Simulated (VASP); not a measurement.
# BN in VASP: a series of runs

BN is run at these levels: PBE+D3(BJ); tasks: single point.

All numbers are computed with VASP 6.6.1; they aren't measurements. Logs are shortened: lines on timing, memory, paths and dates and some standing lists are left out, and cuts for length are marked.

**1. The cell of the first run**

The cell holds a slab with vacuum, 2 atoms: a = 2.509 Å, b = 2.471 Å, c = 26.000 Å, α = 90.00°, β = 90.00°, γ = 59.50°.

**2. Single point, PBE+D3(BJ) (strain along y -0.020, then relaxed in part)**

INCAR

```
SYSTEM = BN
PREC = Accurate
ENCUT = 520
EDIFF = 1E-7
ISMEAR = 0
SIGMA = 0.02
LREAL = .FALSE.
LASPH = .TRUE.
NELM = 80
ALGO = Normal
ISIF = 2
LWAVE = .FALSE.
LCHARG = .TRUE.
LDIPOL = .TRUE.
IDIPOL = 3
DIPOL = 0.5 0.5 0.500
GGA = PE
IVDW = 12
LELF = .TRUE.
LVHAR = .TRUE.
LVACPOTAV = .TRUE.
NBANDS = 11
```

KPOINTS

```
regular mesh
0
G
  10 10 1
  0 0 0
```

POSCAR

```
BN
1.0
    2.5087542200      0.0014082425      0.0000000000
    1.2531178371      2.1299044782      0.0000000000
    0.0000000000      0.0000000000     26.0000000000
B N
1 1
Direct
    0.4991703486      0.5016055249      0.5000000000
    0.8341296614      0.8316944851      0.5000000000
```

Potentials or basis: VASP PAW PBE potentials, release 64 (B, N).

Run with:

```
> cat potpaw_PBE.64/B/POTCAR potpaw_PBE.64/N/POTCAR > POTCAR
> mpirun -np 1 vasp_std > vasp.out
```

OUTCAR:

```text
SYSTEM = BN
   PREC = Accurate
   ENCUT = 520
   EDIFF = 1E-7
   ISMEAR = 0
   LREAL = .FALSE.
   LASPH = .TRUE.
   NELM = 80
   ISIF = 2
   GGA = PE
   IVDW = 12
 IVDW          = 12

 ion  position               nearest neighbor table
   1  0.499  0.502  0.500-   2 1.43   2 1.44   2 1.44
   2  0.834  0.832  0.500-   1 1.43   1 1.44   1 1.44

  LATTYP: Found a simple monoclinic cell.
 ALAT       =     2.4711935173
 B/A-ratio  =    10.5212318736
 C/A-ratio  =     1.0000263270
 COS(beta)  =    -0.4846984754

  Lattice vectors:

 A1 = (   1.2531178371,   2.1299044782,   0.0000000000)
 A2 = (   0.0000000000,   0.0000000000,  26.0000000000)
 A3 = (   1.2556363829,  -2.1284962357,   0.0000000000)

Analysis of symmetry for initial positions (statically):
=====================================================================
 Subroutine PRICEL returns:
 Original cell was already a primitive cell.

 Routine SETGRP: Setting up the symmetry group for a
 simple monoclinic supercell.

 Subroutine GETGRP returns: Found  2 space group operations
 (whereof  2 operations were pure point group operations)
 out of a pool of  4 trial point group operations.

The static configuration has the point symmetry C_1h.

Analysis of symmetry for dynamics (positions and initial velocities):
=====================================================================
 Subroutine PRICEL returns:
 Original cell was already a primitive cell.

 Routine SETGRP: Setting up the symmetry group for a
 simple monoclinic supercell.

 Subroutine GETGRP returns: Found  2 space group operations
 (whereof  2 operations were pure point group operations)
 out of a pool of  4 trial point group operations.

The dynamic configuration has the point symmetry C_1h.

 Subroutine INISYM returns: Found  2 space group operations
 (whereof  2 operations are pure point group operations),
 and found     1 'primitive' translations

----------------------------------------------------------------------------------------

                                     Primitive cell

  volume of cell :     138.8827

  direct lattice vectors                    reciprocal lattice vectors
     2.508754220  0.001408243  0.000000000     0.398735897 -0.234594119  0.000000000
     1.253117837  2.129904478  0.000000000    -0.000263635  0.469659732  0.000000000
     0.000000000  0.000000000 26.000000000     0.000000000  0.000000000  0.038461538

  length of vectors
     2.508754615  2.471193517 26.000000000     0.462628054  0.469659806  0.038461538

  position of ions in fractional coordinates (direct lattice)
[... 94 lines left out ...]
   ISMEAR =     0;   SIGMA  =   0.02  broadening in eV -4-tet -1-fermi 0-gaus
   EFERMI_NEDOS =   21; number of points for ismear=-14 and -15
   IALGO  =     38    algorithm
   IMIX   =      4    mixing-type and parameters
     AMIX     =   0.40;   BMIX     =  1.00
     AMIX_MAG =   1.60;   BMIX_MAG =  1.00
  volume/ion in A,a.u.               =      69.44       468.61
  Fermi-wavevector in a.u.,A,eV,Ry     =   0.632250  1.194779  5.438792  0.399740
  Thomas-Fermi vector in A             =   1.695502
   LORBIT       =      0    0 simple, 1 ext, 2 COOP (PROOUT), +10 PAW based schemes
   GGA     = PE    functional components
   LHFCALC =     F    Hartree Fock is set to
   AEXX    =    0.0000 exact exchange contribution
   IVDW    =    12    specifies the selected vdW correction
   LEPSILON=     F    determine dielectric tensor
   LRPA    =     F    only Hartree local field effects (RPA)
 non-spin polarized calculation
 Gauss-broadening in eV      SIGMA  =   0.02
  energy-cutoff  :      520.00
  volume of cell :      138.88
 maximum number of plane-waves:      3782
   NGX =  9   NGY =  9   NGZ = 97

 number of electron       7.9999999 magnetization

 dipolmoment           0.000000      0.000000     -0.000000 electrons x Angstroem

 Free energy of the ion-electron system (eV)
  ---------------------------------------------------
  ext. energy  EPLUGINS =         0.00000000
  ---------------------------------------------------
  free energy    TOTEN  =       -17.57590375 eV

  energy without entropy =      -17.57590375  energy(sigma->0) =      -17.57590375

 E-fermi :  -4.7530     XC(G=0):  -1.6339

 val. band max:       -4.8982731397   @ k =  -0.3000   0.4000   0.0000
 cond. band min:      -0.0693816453   @ k =   0.0000   0.0000   0.0000
 fundamental gap:      4.8288914944
 Fermi energy:        -4.7529832855

 k-point     1 :       0.0000    0.0000    0.0000
  band No.  band energies     occupation
      1     -22.5450      2.00000
      2     -10.1039      2.00000
      3      -6.1609      2.00000
      4      -5.9115      2.00000
      5      -0.0694      0.00000
      6       0.8142      0.00000
      7       1.1057      0.00000
      8       1.5642      0.00000
      9       1.8171      0.00000
     10       2.7339      0.00000
     11       3.0748      0.00000
[... 309 lines left out ...]
 k-point    24 :      -0.3000    0.2000    0.0000
  band No.  band energies     occupation
      1     -19.4912      2.00000
      2     -12.6893      2.00000
      3     -10.3281      2.00000
      4      -5.8491      2.00000
      5       0.9641      0.00000
      6       5.8837      0.00000
      7       6.9047      0.00000
      8       7.3097      0.00000
      9       7.7141      0.00000
     10       7.9387      0.00000
     11       8.7564      0.00000

 [... further k-points ...]

------------------------ aborting loop because EDIFF is reached ----------------------------------------

 vacuum level on the upper side and lower side of the slab       (xc-potential included)        -0.089        -0.089

 Edisp (eV)   -0.15735

 E8    (eV) :    -0.0505

  FORCE on cell =-STRESS in cart. coord.  units (eV):
  Direction    XX          YY          ZZ          XY          YZ          ZX
  --------------------------------------------------------------------------------------
  -------------------------------------------------------------------------------------
  Total       0.50582     2.05016    -0.01945     0.00023     0.00000     0.00000
  in kB       5.83518    23.65104    -0.22438     0.00266     0.00000     0.00000
  external pressure =        9.75 kB  Pullay stress =        0.00 kB

 VOLUME and BASIS-vectors are now :
 -----------------------------------------------------------------------------
  energy-cutoff  :      520.00
  volume of cell :      138.88
      direct lattice vectors                 reciprocal lattice vectors
     2.508754220  0.001408243  0.000000000     0.398735897 -0.234594119  0.000000000
     1.253117837  2.129904478  0.000000000    -0.000263635  0.469659732  0.000000000
     0.000000000  0.000000000 26.000000000     0.000000000  0.000000000  0.038461538

 POSITION                                       TOTAL-FORCE (eV/Angst)
 -----------------------------------------------------------------------------------
      1.88087      1.06907     13.00000         0.000060     -0.006970      0.000000
      3.13484      1.77260     13.00000        -0.000060      0.006970      0.000000
 -----------------------------------------------------------------------------------
    total drift:                               -0.000095      0.000048     -0.000000

  FREE ENERGIE OF THE ION-ELECTRON SYSTEM (eV)
  ---------------------------------------------------
  free  energy   TOTEN  =       -17.7332556421 eV

  energy  without entropy=      -17.7332556421  energy(sigma->0) =      -17.73325564

 vacuum level on the upper side and lower side of the slab         1.044         1.044
```

OSZICAR:

```text
N       E                     dE             d eps       ncg     rms          rms(c)
DAV:   1     0.666329209988E+02    0.66633E+02   -0.31036E+03  1184   0.507E+02
DAV:   2    -0.123095647008E+02   -0.78942E+02   -0.64699E+02  1561   0.115E+02
DAV:   3    -0.195209363814E+02   -0.72114E+01   -0.72033E+01  1595   0.502E+01
[... 15 lines left out ...]
DAV:  19    -0.175759009092E+02   -0.32822E-05   -0.19655E-08  1472   0.734E-04    0.195E-04
DAV:  20    -0.175759033410E+02   -0.24319E-05   -0.30380E-08  1259   0.575E-04    0.149E-04
DAV:  21    -0.175759034950E+02   -0.15392E-06   -0.12374E-09  1579   0.188E-04    0.585E-05
DAV:  22    -0.175759037368E+02   -0.24179E-06   -0.17489E-09  1337   0.139E-04    0.288E-05
DAV:  23    -0.175759037515E+02   -0.14763E-07   -0.35955E-11  1489   0.304E-05
   1 F= -.17733256E+02 E0= -.17733256E+02  d E =-.523475E-26
```

Wall time 2.2 min (1 thread of AMD EPYC 7R43 (Zen 3), shared host); peak memory 0.26 GiB.

What came out:

```yaml
Free_energy: -17.7333 eV
Largest_force: 0.007 eV/Å
Band_gap_on_the_k_mesh: 4.83 eV, indirect (least direct gap 5.08 eV)
Dispersion_energy_per_atom: -0.079 eV
Ionisation_potential_of_the_upper_face: 5.94 eV
```

Forces in eV/Å, atoms in the order of the input:
```
B    0.000 -0.007  0.000
N    0.000  0.007  0.000
```

Levels at points of the mesh, in eV from the valence-band top:
| k point | band 1 | band 2 | band 3 | band 4 | band 5 | band 6 | band 7 | band 8 |
| --- | --- | --- | --- | --- | --- | --- | --- | --- |
| (0.00, 0.00, 0.00) | -17.65 | -5.21 | -1.26 | -1.01 | 4.83 | 5.71 | 6.00 | 6.46 |
| (0.50, 0.00, 0.00) | -14.54 | -8.85 | -3.87 | -0.81 | 4.97 | 10.35 | 12.69 | 13.15 |
| (0.00, 0.50, 0.00) | -14.38 | -8.75 | -4.24 | -0.66 | 5.11 | 9.80 | 12.90 | 13.32 |
| (0.50, 0.50, 0.00) | -14.54 | -8.85 | -3.88 | -0.81 | 4.97 | 10.35 | 12.69 | 13.15 |

Caveat: the cell differs from its parent crystal (strain along y -0.020, then relaxed in part).

**3. Single point, PBE+D3(BJ) (strain along x +0.020, then relaxed in part)**

INCAR

```
SYSTEM = BN
  PREC = Accurate
  ENCUT = 520
  EDIFF = 1E-6
  ISMEAR = 0
  SIGMA = 0.02
  LREAL = .FALSE.
  LASPH = .TRUE.
  NELM = 100
  ALGO = Normal
  ISIF = 2
  LWAVE = .FALSE.
  LCHARG = .TRUE.
  LDIPOL = .TRUE.
  IDIPOL = 3
  DIPOL = 0.5 0.5 0.500
  GGA = PE
  IVDW = 12
  LELF = .TRUE.
  LVHAR = .TRUE.
  LVACPOTAV = .TRUE.
  NBANDS = 11
```

KPOINTS is that of step 2.

POSCAR

```
BN
1.0
    2.5589293044      0.0014369821      0.0000000000
    1.2781801939      2.1733719166      0.0000000000
    0.0000000000      0.0000000000     26.0000000000
B N
1 1
Direct
    0.4993540737      0.5012390318      0.5000000000
    0.8339459363      0.8320609782      0.5000000000
```

Potentials or basis: VASP PAW PBE potentials, release 64 (B, N).

Run with:

```
> cat potpaw_PBE.64/B/POTCAR potpaw_PBE.64/N/POTCAR > POTCAR
> mpirun -np 1 vasp_std > vasp.out
```

Wall time 2.3 min (1 thread of AMD EPYC 7R43 (Zen 3), shared host); peak memory 0.27 GiB.

Results (log left out):

* Free energy: -17.7361 eV
* Largest force: 0.005 eV/Å
* Band gap on the k mesh: 4.85 eV, indirect (least direct gap 4.90 eV)
* Dispersion energy per atom: -0.076 eV

Forces in eV/Å, atoms in the order of the input:
```
B    0.000 -0.005  0.000
N    0.000  0.005  0.000
```

Levels at points of the mesh, in eV from the valence-band top:
```csv
k point,band 2,band 3,band 4,band 5,band 6,band 7
"(0.00, 0.00, 0.00)",-4.91,-1.32,-1.12,4.87,5.77,6.04
"(0.50, 0.00, 0.00)",-8.62,-3.81,-0.76,4.85,9.74,12.42
"(0.00, 0.50, 0.00)",-8.53,-4.14,-0.62,4.96,9.21,12.63
"(0.50, 0.50, 0.00)",-8.62,-3.81,-0.76,4.85,9.74,12.42
```

Caveat: the cell differs from its parent crystal (strain along x +0.020, then relaxed in part).

**4. Single point, PBE+D3(BJ) (strain along x +0.050, then relaxed in part)**

INCAR

```
SYSTEM = BN
  ALGO = Normal
  DIPOL = 0.5 0.5 0.500
  EDIFF = 1E-6
  ENCUT = 520
  GGA = PE
  IDIPOL = 3
  ISIF = 2
  ISMEAR = 0
  IVDW = 12
  LASPH = .True.
  LCHARG = .True.
  LDIPOL = .True.
  LELF = .True.
  LREAL = .False.
  LVACPOTAV = .True.
  LVHAR = .True.
  LWAVE = .False.
  NBANDS = 11
  NELM = 80
  PREC = Accurate
  SIGMA = 0.02
```

KPOINTS

```
k-points
0
Gamma
  10 10 1
  0 0 0
```

POSCAR

```
BN
1.0
    2.6341919310      0.0014369821      0.0000000000
    1.3157737290      2.1733719166      0.0000000000
    0.0000000000      0.0000000000     26.0000000000
B N
1 1
Direct
    0.4987452683      0.5024560893      0.5000000000
    0.8345547417      0.8308439207      0.5000000000
```

Potentials or basis: VASP PAW PBE potentials, release 64 (B, N).

Run with:

```
> cat potpaw_PBE.64/B/POTCAR potpaw_PBE.64/N/POTCAR > POTCAR
> mpirun -np 1 vasp_std > vasp.out
```

OUTCAR:

```text
SYSTEM = BN
   EDIFF = 1E-6
   ENCUT = 520
   GGA = PE
   ISIF = 2
   ISMEAR = 0
   IVDW = 12
   LASPH = .True.
   LREAL = .False.
   NELM = 80
   PREC = Accurate
 IVDW          = 12

 ion  position               nearest neighbor table
   1  0.499  0.502  0.500-   2 1.46   2 1.50   2 1.50
   2  0.835  0.831  0.500-   1 1.46   1 1.50   1 1.50

  LATTYP: Found a simple monoclinic cell.
 ALAT       =     2.5406310228
 B/A-ratio  =    10.2336780773
 C/A-ratio  =     1.0000559197
 COS(beta)  =    -0.4625259708

  Lattice vectors:

 A1 = (   1.3157737290,   2.1733719166,   0.0000000000)
 A2 = (   0.0000000000,   0.0000000000,  26.0000000000)
 A3 = (   1.3184182020,  -2.1719349345,   0.0000000000)

Analysis of symmetry for initial positions (statically):
=====================================================================
 Subroutine PRICEL returns:
 Original cell was already a primitive cell.

 Routine SETGRP: Setting up the symmetry group for a
 simple monoclinic supercell.

 Subroutine GETGRP returns: Found  2 space group operations
 (whereof  2 operations were pure point group operations)
 out of a pool of  4 trial point group operations.

[... 180 lines left out ...]
      6       0.7601      0.00000
      7       1.0348      0.00000
      8       1.4901      0.00000
      9       1.7535      0.00000
     10       2.6622      0.00000
     11       2.9530      0.00000
[... 309 lines left out ...]
 k-point    24 :      -0.3000    0.2000    0.0000
  band No.  band energies     occupation
      1     -19.3364      2.00000
      2     -12.5974      2.00000
      3     -10.1897      2.00000
      4      -5.8802      2.00000
      5       0.3928      0.00000
      6       5.3977      0.00000
      7       6.4847      0.00000
      8       6.8729      0.00000
      9       7.2798      0.00000
     10       7.4151      0.00000
     11       7.8834      0.00000

 [... further k-points ...]

------------------------ aborting loop because EDIFF is reached ----------------------------------------

 Edisp (eV)   -0.14667

 E8    (eV) :    -0.0471

  FORCE on cell =-STRESS in cart. coord.  units (eV):
  Direction    XX          YY          ZZ          XY          YZ          ZX
  --------------------------------------------------------------------------------------
  -------------------------------------------------------------------------------------
  Total      -4.51757    -0.95422    -0.01752     0.00038     0.00000     0.00000
  in kB     -48.64120   -10.27422    -0.18862     0.00410     0.00000     0.00000
  external pressure =      -19.70 kB  Pullay stress =        0.00 kB

 VOLUME and BASIS-vectors are now :
 -----------------------------------------------------------------------------
  energy-cutoff  :      520.00
  volume of cell :      148.80
      direct lattice vectors                 reciprocal lattice vectors
     2.634191931  0.001436982  0.000000000     0.379748474 -0.229902237  0.000000000
     1.315773729  2.173371917  0.000000000    -0.000251081  0.460266537  0.000000000
     0.000000000  0.000000000 26.000000000     0.000000000  0.000000000  0.038461538

 POSITION                                       TOTAL-FORCE (eV/Angst)
 -----------------------------------------------------------------------------------
      1.97491      1.09274     13.00000        -0.000020      0.007895      0.000000
      3.29158      1.80693     13.00000         0.000020     -0.007895      0.000000
 -----------------------------------------------------------------------------------
    total drift:                                0.000002     -0.000077      0.000000

  FREE ENERGIE OF THE ION-ELECTRON SYSTEM (eV)
  ---------------------------------------------------
  free  energy   TOTEN  =       -17.6430977369 eV

  energy  without entropy=      -17.6430977369  energy(sigma->0) =      -17.64309774

 vacuum level on the upper side and lower side of the slab         1.006         1.006
```

stdout:

```text
POSCAR found type information on POSCAR B N
 POSCAR found :  2 types and       2 ions
 scaLAPACK will be used
 LDA part: xc-table for (Slater+PW92), standard interpolation
 POSCAR, INCAR and KPOINTS ok, starting setup
 FFT: planning ... GRIDC
 FFT: planning ... GRID_SOFT
 FFT: planning ... GRID
 WAVECAR not read
 entering main loop
 -----------------------------------------------------------------------------
|                                                                             |
|           W    W    AA    RRRRR   N    N  II  N    N   GGGG   !!!           |
|           W    W   A  A   R    R  NN   N  II  NN   N  G    G  !!!           |
|           W    W  A    A  R    R  N N  N  II  N N  N  G       !!!           |
|           W WW W  AAAAAA  RRRRR   N  N N  II  N  N N  G  GGG   !            |
|           WW  WW  A    A  R   R   N   NN  II  N   NN  G    G                |
|           W    W  A    A  R    R  N    N  II  N    N   GGGG   !!!           |
|                                                                             |
|     Did not find any points to average over, which means that no vacuum     |
|     field-free region was found. Please increase the size of  your cell     |
|     in the dimension of the dipole correction to obtain accurate            |
|     workfunction values.                                                    |
|                                                                             |
 -----------------------------------------------------------------------------
```

Wall time 2.3 min (1 thread of AMD EPYC 7R43 (Zen 3), shared host); peak memory 0.28 GiB.

Results:

```
Free energy                : -17.6431 eV
Largest force              : 0.008 eV/Å
Band gap on the k mesh     : 4.69 eV, indirect (least direct gap 4.74 eV)
Dispersion energy per atom : -0.073 eV
```

Forces in eV/Å, atoms in the order of the input:
```
B    0.000  0.008  0.000
N    0.000 -0.008  0.000
```

Levels at points of the mesh, in eV from the valence-band top:
| k point | band 1 | band 2 | band 3 | band 4 | band 5 | band 6 | band 7 | band 8 | band 9 |
| --- | --- | --- | --- | --- | --- | --- | --- | --- | --- |
| (0.00, 0.00, 0.00) | -17.09 | -4.73 | -1.48 | -1.11 | 4.86 | 5.78 | 6.06 | 6.51 | 6.78 |
| (0.50, 0.00, 0.00) | -14.33 | -8.52 | -3.62 | -0.82 | 4.69 | 9.53 | 12.11 | 12.59 | 12.81 |
| (0.00, 0.50, 0.00) | -14.02 | -8.32 | -4.37 | -0.47 | 4.90 | 8.22 | 12.62 | 13.05 | 13.18 |
| (0.50, 0.50, 0.00) | -14.33 | -8.52 | -3.62 | -0.82 | 4.69 | 9.53 | 12.12 | 12.59 | 12.81 |

Caveat: the cell differs from its parent crystal (strain along x +0.050, then relaxed in part).

(Continued in part 2 of 2.)
